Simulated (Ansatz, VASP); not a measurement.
# One calculation of MgO, two programs

```xyz
4
Lattice="3.4841 0.0000 0.0000 -1.7421 3.0173 0.0000 0.0000 0.0000 4.2589" Properties=species:S:1:pos:R:3 pbc="T T T"
Mg    1.7421    1.0058    3.1942
Mg    0.0000    2.0115    1.0647
O     1.7421    1.0058    1.0647
O     0.0000    2.0115    3.1942
```

Change from the starting cell: strain +0.0175 x Voigt [0, 0, 1, 0, 0, 0], atoms carried along.

Alike in both runs: task single point; functional r2SCAN; k mesh 6 × 6 × 6; occupations gaussian, width 0.05 eV; no spin polarisation.

|  | VASP | Ansatz |
| --- | --- | --- |
| version | VASP 6.6.1 | Ansatz 0.2.0 |
| potentials or method | VASP PAW PBE potentials, release 64 (Mg, O), cutoff 520 eV | scalar-relativistic, plane waves, PAW |
| valence electrons in the cell | 16 | 32 |

Ansatz gave:

| Property | Result |
| --- | --- |
| gap on the k mesh at the Fermi level (eV) | 3.98 |
| least direct gap on the mesh (eV) | 3.98 |
| pressure (GPa) | -2.3 |
| traceless stress, the component that is largest in VASP (GPa) | -2.00 |

Estimate VASP's values.

gap on the k mesh at the Fermi level (eV): 3.97; least direct gap on the mesh (eV): 3.97; pressure (GPa): -3.1; traceless stress, the component that is largest in VASP (GPa): -2.18.

VASP's potentials were made for PBE, not for r2SCAN. VASP's potentials hold 16 valence electrons a cell and Ansatz's 32, so a difference there can come from the potentials and not from the codes.
